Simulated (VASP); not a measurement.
# MgO (P3m1) in VASP: notebook

Runs on MgO. Level: PBEsol. Tasks: single point.

Program: VASP 6.6.1. These are calculated values, not measurements. Logs are shortened: lines on timing, memory, paths and dates and some standing lists are left out, and cuts for length are marked.

### Step 1. The cell of the first run

Symmetry: P3m1, No. 156, trigonal system. The conventional cell has a = 3.020 Å, b = 3.020 Å, c = 14.643 Å, α = 90.00°, β = 90.00°, γ = 120.00°. Mg (site symmetry 3m) has 6 O at 2.05 to 2.14 Å within 2.7 Å. Mg (site symmetry 3m) has 6 O at 2.14 Å and 3 Mg at 2.90 Å within 2.9 Å. Within 2.8 Å of Mg (site symmetry 3m) lie 6 O at 2.14 Å. Within 2.8 Å of Mg (site symmetry 3m) lie 6 O at 2.14 Å. Mg (site symmetry 3m) has 6 O at 2.14 Å within 2.8 Å. Mg (site symmetry 3m) has 6 O at 2.14 Å within 2.8 Å. Within 2.8 Å of O (site symmetry 3m) lie 6 Mg at 2.14 Å. Within 2.9 Å of O (site symmetry 3m) lie 6 Mg at 2.14 Å and 3 O at 2.90 Å.

### Step 2. Single point, PBEsol (the distance across one plane changed)

INCAR

```
SYSTEM = MgO
  PREC = Accurate
  ENCUT = 520
  EDIFF = 1E-7
  ISMEAR = 0
  SIGMA = 0.05
  LREAL = .False.
  LASPH = .True.
  NELM = 100
  ALGO = Normal
  ISIF = 2
  LWAVE = .False.
  LCHARG = .False.
  GGA = PS
  NBANDS = 36
```

KPOINTS

```
regular mesh
0
Gamma
  9 9 2
  0 0 0
```

POSCAR

```
MgO
1.0
    2.1351500000     -2.1351500000      0.0000000000
    2.1351500000      0.0000000000     -2.1351500000
    8.4539974596      8.4539974596      8.4539974596
Mg O
6 6
Direct
    0.6666666667      0.6666666667      0.0420934990
    0.0000000000      0.0000000000      0.8839634783
    0.3333333333      0.3333333333      0.2104674948
    0.6666666667      0.6666666667      0.5472154866
    0.0000000000      0.0000000000      0.3788414907
    0.3333333333      0.3333333333      0.7155894824
    0.6666666667      0.6666666667      0.2946544928
    0.0000000000      0.0000000000      0.1262804969
    0.3333333333      0.3333333333      0.4630284886
    0.6666666667      0.6666666667      0.7997764804
    1.0000000000      1.0000000000      0.6314024845
    0.3333333333      0.3333333333      0.9681504762
```

Potentials or basis: VASP PAW PBE potentials, release 64 (Mg, O).

Command:

```bash
$ cat potpaw_PBE.64/Mg/POTCAR potpaw_PBE.64/O/POTCAR > POTCAR
$ mpirun -np 1 vasp_std > vasp.out
```

OUTCAR:

```text
SYSTEM = MgO
   PREC = Accurate
   ENCUT = 520
   EDIFF = 1E-7
   ISMEAR = 0
   LREAL = .False.
   LASPH = .True.
   NELM = 100
   ISIF = 2
   GGA = PS

 ion  position               nearest neighbor table
   1  0.667  0.667  0.042-  12 2.05  12 2.05  12 2.05   8 2.14   8 2.14   8 2.14   2 2.90   2 2.90
                             2 2.90   3 3.02   3 3.02   3 3.02
   2  0.000  0.000  0.884-  10 2.14  12 2.14  10 2.14  10 2.14  12 2.14  12 2.14   1 2.90   1 2.90
                             1 2.90   6 3.02   6 3.02   6 3.02
   3  0.333  0.333  0.210-   8 2.14   8 2.14   8 2.14   7 2.14   7 2.14   7 2.14   1 3.02   1 3.02
                             1 3.02   5 3.02   5 3.02   5 3.02
   4  0.667  0.667  0.547-  11 2.14  11 2.14  11 2.14   9 2.14   9 2.14   9 2.14   6 3.02   6 3.02
                             6 3.02   5 3.02   5 3.02   5 3.02
   5  0.000  0.000  0.379-   7 2.14   9 2.14   7 2.14   7 2.14   9 2.14   9 2.14   3 3.02   4 3.02
                             3 3.02   3 3.02   4 3.02   4 3.02
   6  0.333  0.333  0.716-  11 2.14  11 2.14  11 2.14  10 2.14  10 2.14  10 2.14   4 3.02   4 3.02
                             4 3.02   2 3.02   2 3.02   2 3.02
   7  0.667  0.667  0.295-   5 2.14   5 2.14   5 2.14   3 2.14   3 2.14   3 2.14
   8  0.000  0.000  0.126-   1 2.14   3 2.14   1 2.14   1 2.14   3 2.14   3 2.14
   9  0.333  0.333  0.463-   5 2.14   5 2.14   5 2.14   4 2.14   4 2.14   4 2.14
  10  0.667  0.667  0.800-   2 2.14   2 2.14   2 2.14   6 2.14   6 2.14   6 2.14
  11  0.000  0.000  0.631-   4 2.14   6 2.14   4 2.14   4 2.14   6 2.14   6 2.14
  12  0.333  0.333  0.968-   1 2.05   1 2.05   1 2.05   2 2.14   2 2.14   2 2.14

  LATTYP: Found a hexagonal cell.
 ALAT       =     3.0195580877
 C/A-ratio  =     4.8493033423

  Lattice vectors:

 A1 = (  -2.1351500000,   0.0000000000,   2.1351500000)
 A2 = (   2.1351500000,  -2.1351500000,   0.0000000000)
 A3 = (   8.4539974596,   8.4539974596,   8.4539974596)

Analysis of symmetry for initial positions (statically):
=====================================================================
 Subroutine PRICEL returns:
 Original cell was already a primitive cell.

 Routine SETGRP: Setting up the symmetry group for a
 hexagonal supercell.

 Subroutine GETGRP returns: Found  6 space group operations
 (whereof  6 operations were pure point group operations)
 out of a pool of 24 trial point group operations.

The static configuration has the point symmetry C_3v.

Analysis of symmetry for dynamics (positions and initial velocities):
=====================================================================
 Subroutine PRICEL returns:
 Original cell was already a primitive cell.

 Routine SETGRP: Setting up the symmetry group for a
 hexagonal supercell.

 Subroutine GETGRP returns: Found  6 space group operations
 (whereof  6 operations were pure point group operations)
 out of a pool of 24 trial point group operations.

The dynamic configuration has the point symmetry C_3v.

 Subroutine INISYM returns: Found  6 space group operations
 (whereof  6 operations are pure point group operations),
 and found     1 'primitive' translations

----------------------------------------------------------------------------------------

                                     Primitive cell

  volume of cell :     115.6219

  direct lattice vectors                    reciprocal lattice vectors
     2.135150000 -2.135150000  0.000000000     0.156117057 -0.312234113  0.156117057
     2.135150000  0.000000000 -2.135150000     0.156117057  0.156117057 -0.312234113
     8.453997460  8.453997460  8.453997460     0.039429079  0.039429079  0.039429079

  length of vectors
     3.019558088  3.019558088 14.642753127     0.382407129  0.382407129  0.068293168

  position of ions in fractional coordinates (direct lattice)
     0.666666667  0.666666667  0.042093499
     0.000000000  0.000000000  0.883963478
     0.333333333  0.333333333  0.210467495
     0.666666667  0.666666667  0.547215487
     0.000000000  0.000000000  0.378841491
     0.333333333  0.333333333  0.715589482
     0.666666667  0.666666667  0.294654493
     0.000000000  0.000000000  0.126280497
     0.333333333  0.333333333  0.463028489
     0.666666667  0.666666667  0.799776480
     0.000000000  0.000000000  0.631402485
     0.333333333  0.333333333  0.968150476

  ion indices of the primitive-cell ions
   primitive index   ion index
                 1           1
                 2           2
                 3           3
                 4           4
                 5           5
                 6           6
                 7           7
                 8           8
                 9           9
                10          10
                11          11
                12          12

----------------------------------------------------------------------------------------

 KPOINTS: regular mesh

Automatic generation of k-mesh.
 Grid dimensions read from file:
 generate k-points for:    9    9    2

 Generating k-lattice:

  Cartesian coordinates                     Fractional coordinates (reciprocal lattice)
     0.017346340 -0.034692679  0.017346340     0.111111111  0.000000000  0.000000000
     0.017346340  0.017346340 -0.034692679     0.000000000  0.111111111  0.000000000
     0.019714539  0.019714539  0.019714539     0.000000000  0.000000000  0.500000000

  Length of vectors
     0.042489681  0.042489681  0.034146584

  Shift w.r.t. Gamma in fractional coordinates (k-lattice)
     0.000000000  0.000000000  0.000000000

 Subroutine IBZKPT returns following result:
 ===========================================

 Found     24 irreducible k-points:

 Following reciprocal coordinates:
            Coordinates               Weight
  0.000000  0.000000  0.000000      1.000000
  0.111111  0.000000  0.000000      6.000000
  0.222222  0.000000  0.000000      6.000000
  0.333333  0.000000  0.000000      6.000000
  0.444444  0.000000  0.000000      6.000000
  0.222222  0.111111 -0.000000      6.000000
[... 16 lines left out ...]
 -0.444444  0.222222  0.500000     12.000000
 -0.333333  0.333333  0.500000      2.000000
   k-points           NKPTS =     24   k-points in BZ     NKDIM =     24   number of bands    NBANDS=     36
   number of dos      NEDOS =    301   number of ions     NIONS =     12
   total plane-waves  NPLWV =  64512
   dimension x,y,z NGX =    24 NGY =   24 NGZ =  112
   dimension x,y,z NGXF=    48 NGYF=   48 NGZF=  224
   ions per type =               6   6
   NGX,Y,Z   is equivalent  to a cutoff of  13.21, 13.21, 12.72 a.u.
   NGXF,Y,Z  is equivalent  to a cutoff of  26.43, 26.43, 25.43 a.u.
 SYSTEM =  MgO
   PREC   = accura    normal or accurate (medium, high low for compatibility)
   ISTART =      0    job   : 0-new  1-cont  2-samecut
   ICHARG =      2    charge: 1-file 2-atom 10-const
   ISPIN  =      1    spin polarized calculation?
   LNONCOLLINEAR =      F non collinear calculations
   LSORBIT =      F    spin-orbit coupling
   LASPH  =      T    aspherical Exc in radial PAW
   ENCUT  =  520.0 eV  38.22 Ry    6.18 a.u.   5.61  5.61 27.23*2*pi/ulx,y,z
   NELM   =    100;   NELMIN=  2; NELMDL= -5     # of ELM steps
   EDIFF  = 0.1E-06   stopping-criterion for ELM
   LREAL  =      F    real-space projection
   EDIFFG = 0.1E-05   stopping-criterion for IOM
   NSW    =      0    number of steps for IOM
   IBRION =     -1    ionic relax: 0-MD 1-quasi-New 2-CG
   NFREE  =      0    steps in history (QN), initial steepest desc. (CG)
   ISIF   =      2    stress and relaxation
   ISYM   =      2    0-nonsym 1-usesym 2-fastsym
   POTIM  = 0.5000    time-step for ionic-motion
   TEBEG  =    0.0;   TEEND  =   0.0 temperature during run
   PSTRESS=    0.0 pullay stress
   NELECT =      48.0000    total number of electrons
   NUPDOWN=      -1.0000    fix difference up-down
   EMIN   =  10.00;   EMAX   =-10.00  energy-range for DOS
   EFERMI =   0.00;   METHOD = LEGACY
   ISMEAR =     0;   SIGMA  =   0.05  broadening in eV -4-tet -1-fermi 0-gaus
   EFERMI_NEDOS =   21; number of points for ismear=-14 and -15
   IALGO  =     38    algorithm
   IMIX   =      4    mixing-type and parameters
     AMIX     =   0.40;   BMIX     =  1.00
     AMIX_MAG =   1.60;   BMIX_MAG =  1.00
  volume/ion in A,a.u.               =       9.64        65.02
  Fermi-wavevector in a.u.,A,eV,Ry     =   1.221261  2.307849 20.292800  1.491479
  Thomas-Fermi vector in A             =   2.356450
   LORBIT       =      0    0 simple, 1 ext, 2 COOP (PROOUT), +10 PAW based schemes
   GGA     = PS    functional components
   LHFCALC =     F    Hartree Fock is set to
   AEXX    =    0.0000 exact exchange contribution
   IVDW    =     0    specifies the selected vdW correction
   LEPSILON=     F    determine dielectric tensor
   LRPA    =     F    only Hartree local field effects (RPA)
 non-spin polarized calculation
 Gauss-broadening in eV      SIGMA  =   0.05
  energy-cutoff  :      520.00
  volume of cell :      115.62
 maximum number of plane-waves:      3163
   NGX = 11   NGY = 11   NGZ = 55

 number of electron      48.0000025 magnetization

 Free energy of the ion-electron system (eV)
  ---------------------------------------------------
  ext. energy  EPLUGINS =         0.00000000
  ---------------------------------------------------
  free energy    TOTEN  =       -74.90775508 eV

  energy without entropy =      -74.90775508  energy(sigma->0) =      -74.90775508

 E-fermi :   3.3289     XC(G=0): -11.1610

 val. band max:        3.0816018217   @ k =   0.0000   0.0000   0.0000
 cond. band min:       7.1234660302   @ k =   0.0000   0.0000   0.0000
 fundamental gap:      4.0418642085
 Fermi energy:         3.3288789525

 k-point     1 :       0.0000    0.0000    0.0000
  band No.  band energies     occupation
      1     -14.4361      2.00000
      2     -14.0369      2.00000
      3     -13.8041      2.00000
      4     -13.3974      2.00000
      5     -13.1824      2.00000
      6     -12.7749      2.00000
[... 28 lines left out ...]
     35      16.3419      0.00000
     36      17.9743      0.00000

 k-point     2 :       0.1111    0.0000    0.0000
  band No.  band energies     occupation
      1     -14.3318      2.00000
      2     -13.9408      2.00000
      3     -13.7089      2.00000
      4     -13.3306      2.00000
      5     -13.1163      2.00000
      6     -12.7257      2.00000
[... 28 lines left out ...]
     35      15.7100      0.00000
     36      16.8783      0.00000

 k-point     3 :       0.2222    0.0000    0.0000
  band No.  band energies     occupation
      1     -14.0515      2.00000
      2     -13.6847      2.00000
      3     -13.4564      2.00000
      4     -13.1556      2.00000
      5     -12.9449      2.00000
      6     -12.6010      2.00000
[... 28 lines left out ...]
     35      14.9179      0.00000
     36      15.4046      0.00000
[... 742 lines left out ...]
 k-point    23 :      -0.4444    0.2222    0.5000
  band No.  band energies     occupation
      1     -13.3376      2.00000
      2     -13.0602      2.00000
      3     -12.8754      2.00000
      4     -12.6979      2.00000
      5     -12.5207      2.00000
      6     -12.3342      2.00000
[... 28 lines left out ...]
     35      14.4436      0.00000
     36      14.6408      0.00000

 k-point    24 :      -0.3333    0.3333    0.5000
  band No.  band energies     occupation
      1     -13.2728      2.00000
      2     -13.0060      2.00000
      3     -12.8265      2.00000
      4     -12.6495      2.00000
      5     -12.4725      2.00000
      6     -12.3083      2.00000
[... 28 lines left out ...]
     35      14.6429      0.00000
     36      14.6601      0.00000

------------------------ aborting loop because EDIFF is reached ----------------------------------------

  FORCE on cell =-STRESS in cart. coord.  units (eV):
  Direction    XX          YY          ZZ          XY          YZ          ZX
  --------------------------------------------------------------------------------------
  -------------------------------------------------------------------------------------
  Total       -3.3857024     -3.3857024     -3.3857024      0.6022628      0.6022628      0.6022628
  in kB      -46.9158090    -46.9158090    -46.9158090      8.3455795      8.3455795      8.3455795
  external PRESSURE =     -46.9158090 kB  Pullay stress =       0.0000000 kB

 VOLUME and BASIS-vectors are now :
 -----------------------------------------------------------------------------
  energy-cutoff  :      520.00
  volume of cell :      115.62
      direct lattice vectors                 reciprocal lattice vectors
     2.135150000 -2.135150000  0.000000000     0.156117057 -0.312234113  0.156117057
     2.135150000  0.000000000 -2.135150000     0.156117057  0.156117057 -0.312234113
     8.453997460  8.453997460  8.453997460     0.039429079  0.039429079  0.039429079

 POSITION                                       TOTAL-FORCE (eV/Angst)
 -----------------------------------------------------------------------------------
      3.20273     -1.06757     -1.06757         0.865783      0.865783      0.865783
      7.47302      7.47302      7.47302        -0.281309     -0.281309     -0.281309
      3.20272      1.06757      1.06757        -0.079584     -0.079584     -0.079584
      7.47303      3.20273      3.20273        -0.082212     -0.082212     -0.082212
      3.20272      3.20272      3.20272        -0.082193     -0.082193     -0.082193
      7.47302      5.33787      5.33787        -0.080985     -0.080985     -0.080985
      5.33788      1.06758      1.06758         0.082040      0.082040      0.082040
      1.06757      1.06757      1.06757         0.115589      0.115589      0.115589
      5.33787      3.20272      3.20272         0.082205      0.082205      0.082205
      9.60818      5.33788      5.33788         0.077839      0.077839      0.077839
      5.33787      5.33787      5.33787         0.082157      0.082157      0.082157
      9.60817      7.47302      7.47302        -0.699331     -0.699331     -0.699331
 -----------------------------------------------------------------------------------
    total drift:                               -0.000077     -0.000077     -0.000077

  FREE ENERGIE OF THE ION-ELECTRON SYSTEM (eV)
  ---------------------------------------------------
  free  energy   TOTEN  =       -74.9077550788 eV

  energy  without entropy=      -74.9077550788  energy(sigma->0) =      -74.90775508
```

Run time: 71 s. Hardware: 1 thread of AMD EPYC 9R45 (Zen 5), shared host; peak memory 0.24 GiB.

Results:

| Quantity | Value |
| --- | --- |
| Free energy | -74.9078 eV |
| Pressure | -4.7 GPa |
| Largest force | 1.500 eV/Å |
| Band gap on the k mesh | 4.04 eV |

Forces on the atoms (eV/Å):
```
Mg   0.866  0.866  0.866
Mg  -0.281 -0.281 -0.281
Mg  -0.080 -0.080 -0.080
Mg  -0.082 -0.082 -0.082
Mg  -0.082 -0.082 -0.082
Mg  -0.081 -0.081 -0.081
O    0.082  0.082  0.082
O    0.116  0.116  0.116
O    0.082  0.082  0.082
O    0.078  0.078  0.078
O    0.082  0.082  0.082
O   -0.699 -0.699 -0.699
```

Caveat: the cell differs from its parent crystal (the distance across one plane changed); the cell stands under tension; the PAW data sets were made with another functional, which shifts forces and pressure a little. A k mesh can miss the band edges.

### Step 3. Single point, PBEsol (the distance across one plane changed)

INCAR

```
  PREC = Accurate
  ENCUT = 520
  EDIFF = 1E-6
  ISMEAR = 0
  SIGMA = 0.05
  LREAL = F
  LASPH = T
  NELM = 60
  ALGO = Normal
  ISIF = 2
  LWAVE = F
  LCHARG = F
  GGA = PS
  NBANDS = 36
```

KPOINTS

```
Automatic mesh
0
Gamma
  9 9 2
```

POSCAR

```
MgO
1.0
    2.1351500000     -2.1351500000      0.0000000000
    2.1351500000      0.0000000000     -2.1351500000
    8.6849375673      8.6849375673      8.6849375673
Mg O
6 6
Direct
    0.6666666667      0.6666666667      0.0409741959
    0.0000000000      0.0000000000      0.8604581141
    0.3333333333      0.3333333333      0.2048709795
    0.6666666667      0.6666666667      0.5326645468
    0.0000000000      0.0000000000      0.3687677632
    0.3333333333      0.3333333333      0.6965613304
    0.6666666667      0.6666666667      0.2868193714
    0.0000000000      0.0000000000      0.1229225877
    0.3333333333      0.3333333333      0.4507161550
    0.6666666667      0.6666666667      0.7785097223
    1.0000000000      1.0000000000      0.6146129386
    0.3333333333      0.3333333333      0.9424065059
```

Potentials or basis: VASP PAW PBE potentials, release 64 (Mg, O).

Command:

```bash
$ cat potpaw_PBE.64/Mg/POTCAR potpaw_PBE.64/O/POTCAR > POTCAR
$ mpirun -np 1 vasp_std > vasp.out
```

It took 65 s on 1 thread of AMD EPYC 9R45 (Zen 5), shared host; peak memory 0.24 GiB.

The run converged. Its results:

```
Free energy            : -74.6383 eV
Pressure               : -8.0 GPa
Largest force          : 1.838 eV/Å
Band gap on the k mesh : 3.16 eV
```

Forces in eV/Å, atoms in the order of the input:
```
Mg  -1.061 -1.061 -1.061
Mg   0.414  0.414  0.414
Mg   0.130  0.130  0.130
Mg   0.133  0.133  0.133
Mg   0.132  0.132  0.132
Mg   0.132  0.132  0.132
O   -0.132 -0.132 -0.132
O   -0.149 -0.149 -0.149
O   -0.132 -0.132 -0.132
O   -0.131 -0.131 -0.131
O   -0.133 -0.133 -0.133
O    0.798  0.798  0.798
```

Stress tensor (GPa, compression positive):
```
-7.95 -1.68 -1.68
-1.68 -7.95 -1.68
-1.68 -1.68 -7.95
```

Levels at points of the mesh, in eV from the valence-band top:
| k point | band 22 | band 23 | band 24 | band 25 | band 26 | band 27 |
| --- | --- | --- | --- | --- | --- | --- |
| (0.00, 0.00, 0.00) | -0.61 | 0.00 | 0.00 | 3.16 | 4.59 | 4.90 |
| (0.00, 0.00, 0.50) | -0.61 | 0.00 | 0.00 | 3.41 | 3.99 | 5.57 |

Caveat: the cell differs from its parent crystal (the distance across one plane changed); the cell stands under tension; the PAW data sets were made with another functional, which shifts forces and pressure a little. A k mesh can miss the band edges.
